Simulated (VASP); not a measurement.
Wanted: the native input for a VASP 6.6.1 run.

| Item | Value |
| --- | --- |
| Task | relaxation of cell and atoms |
| Functional | PBE |
| Potentials or basis | VASP PAW PBE potentials, release 64 (Rb_sv, Y_sv, P) |
| Cutoff | 600 eV |
| k mesh | 10 × 10 × 8 |
| Occupations | gaussian, width 0.1 eV |
| Spin | no spin polarisation |
| Dipole correction | no |
| Further INCAR settings | ALGO = Normal; EDIFF = 1e-06; IBRION = 2; EDIFFG = -0.01; NSW = 100; ISIF = 3 |

The structure of RbYP lies in POSCAR:

```
RbYP
1.0
    4.5955705147      0.0000000000      0.0000000000
    0.0000000000      5.1816680052      0.0000000000
    0.0000000000      0.0000000000      6.8208634818
Rb Y P
1 1 1
Direct
    0.5000000000      0.0000000000      0.5000000000
    0.0000000000      0.0000000000      0.0000000000
    0.0000000000      0.5000000000      0.0000000000
```

One way to write it, as run:

INCAR

```
ALGO = Normal ; EDIFF = 1E-6
EDIFFG = -0.01 ; ENCUT = 600
GGA = PE ; IBRION = 2
ISIF = 3 ; ISMEAR = 0
LASPH = T ; LCHARG = F
LREAL = F ; LWAVE = F
NELM = 100 ; NSW = 100
PREC = Accurate ; SIGMA = 0.1
```

KPOINTS

```
k-points
0
Gamma
  10 10 8
```

Potentials or basis: VASP PAW PBE potentials, release 64 (Rb_sv, Y_sv, P).

Run with:

```bash
$ cat potpaw_PBE.64/Rb_sv/POTCAR potpaw_PBE.64/Y_sv/POTCAR potpaw_PBE.64/P/POTCAR > POTCAR
$ mpirun -np 1 vasp_std > vasp.out
```

Results of the run:

* Relaxed volume: 54.38 Å³/atom
* Relaxed cell: a = 4.584 Å, b = 5.188 Å, c = 6.860 Å, α = 90.00°, β = 90.00°, γ = 90.00°
* Space group after relaxing (to 0.05 Å): Pmmm (No. 47)
* Energy gained by relaxing: 0.1 meV/atom
* Ionic steps: 7
* Pressure after relaxing: 0.0 GPa

Run time: 17 min on 1 thread of Intel(R) Xeon(R) 6975P-C (Granite Rapids), on a shared host, peak memory 0.9 GiB.
